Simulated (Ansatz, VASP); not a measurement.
HfO2: VASP beside Ansatz

```
Hf O
1.0
     0.00000    2.26978    2.55750
     2.55750    0.00000    2.55750
     2.55750    2.26978    0.00000
Hf O
1 2
Direct
  0.00000 0.00000 0.00000
  0.25000 0.25000 0.25000
  0.75000 0.75000 0.75000
```

Change from the starting cell: strain -0.1125 x Voigt [0, 1, 0, 0, 0, 0], atoms carried along.

Alike in both runs: task single point; functional r2SCAN; k mesh 8 × 8 × 8; occupations gaussian, width 0.05 eV; no spin polarisation.

|  | VASP | Ansatz |
| --- | --- | --- |
| version | VASP 6.6.1 | Ansatz 0.2.0 |
| potentials or method | VASP PAW PBE potentials, release 64 (Hf_pv, O), cutoff 520 eV | scalar-relativistic, plane waves, PAW |
| valence electrons in the cell | 22 | 38 |

```tsv
	VASP	Ansatz	Ansatz less VASP
gap on the k mesh at the Fermi level (eV)	2.69	2.69	+0.001
least direct gap on the mesh (eV)	3.18	3.18	-0.001
pressure (GPa)	24.0	28.7	+4.68
traceless stress, the component that is largest in VASP (GPa)	45.19	44.41	-0.776
```

VASP's potentials were made for PBE, not for r2SCAN. VASP's potentials hold 22 valence electrons a cell and Ansatz's 38, so a difference there can come from the potentials and not from the codes.

Neither program's run includes spin-orbit coupling.
